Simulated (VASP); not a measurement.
A run of VASP 6.6.1:

Contents of INCAR:

```
SYSTEM = TaN
PREC = Accurate
ENCUT = 520
EDIFF = 1E-7
ISMEAR = -1
SIGMA = 0.05
LREAL = .FALSE.
LASPH = .TRUE.
NELM = 80
ALGO = Normal
ISIF = 2
LWAVE = .FALSE.
LCHARG = .TRUE.
GGA = PS
LELF = .TRUE.
LVHAR = .TRUE.
NBANDS = 15
```

Contents of KPOINTS:

```
Automatic mesh
0
G
  10 10 10
  0 0 0
```

POSCAR

```
TaN
1.0
    0.0000000000      2.2404226923      2.2404226923
    2.2404226923      0.0000000000      2.2404226923
    2.2404226923      2.2404226923      0.0000000000
Ta N
1 1
Direct
    0.5000000000      0.5000000000      0.5000000000
    0.0000000000      0.0000000000      0.0000000000
```

Potentials or basis: VASP PAW PBE potentials, release 64 (Ta_pv, N).

Launch:

```sh
$ cat potpaw_PBE.64/Ta_pv/POTCAR potpaw_PBE.64/N/POTCAR > POTCAR
$ mpirun -np 1 vasp_std > vasp.out
```

Hardware: 1 thread of Intel(R) Xeon(R) 6975P-C (Granite Rapids), on a shared host.

Problem. How long does it take, and how much memory?

Solution. Run time: 6.8 s on 1 thread of Intel(R) Xeon(R) 6975P-C (Granite Rapids), on a shared host, peak memory 0.15 GiB. Counts: scf iterations 14, k points 47.
